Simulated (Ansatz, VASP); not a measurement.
**Two plane-wave programs on Al3BN2**

```
Al B N
1.0
    -2.07648    2.07648    3.92065
     2.07648   -2.07648    3.92065
     2.07648    2.07648   -3.92065
Al B N
3 1 2
Direct
  0.81962 0.31962 0.50000
  0.31962 0.81962 0.50000
  0.56273 0.56273 0.00000
  0.26958 0.26958 0.00000
  0.06800 0.56800 0.50000
  0.56800 0.06800 0.50000
```

Alike in both runs: functional PBE; k mesh 4 × 4 × 4; occupations gaussian, width 0.15 eV; no spin polarisation.

Ansatz relaxed the structure, and its values are those at the end. VASP's run is a single point on that final structure, the one shown.

|  | VASP | Ansatz |
| --- | --- | --- |
| version | VASP 6.6.1 | Ansatz 0.2.0 |
| potentials or method | VASP PAW PBE potentials, release 64 (Al, B, N), cutoff 600 eV | scalar-relativistic, plane waves, PAW |
| valence electrons in the cell | 22 | 22 |

|  | VASP | Ansatz | Ansatz less VASP |
| --- | --- | --- | --- |
| gap on the k mesh at the Fermi level (eV) | none | none | - |
| pressure (GPa) | -0.4 | -0.1 | +0.22 |
| rms of the force components (eV/Å) | 0.008 | 0.008 | +0.0005 |

A gap of «none» marks a metal or a gap that the smearing closes.

The k mesh is coarse, so the values compare programs but aren't converged.
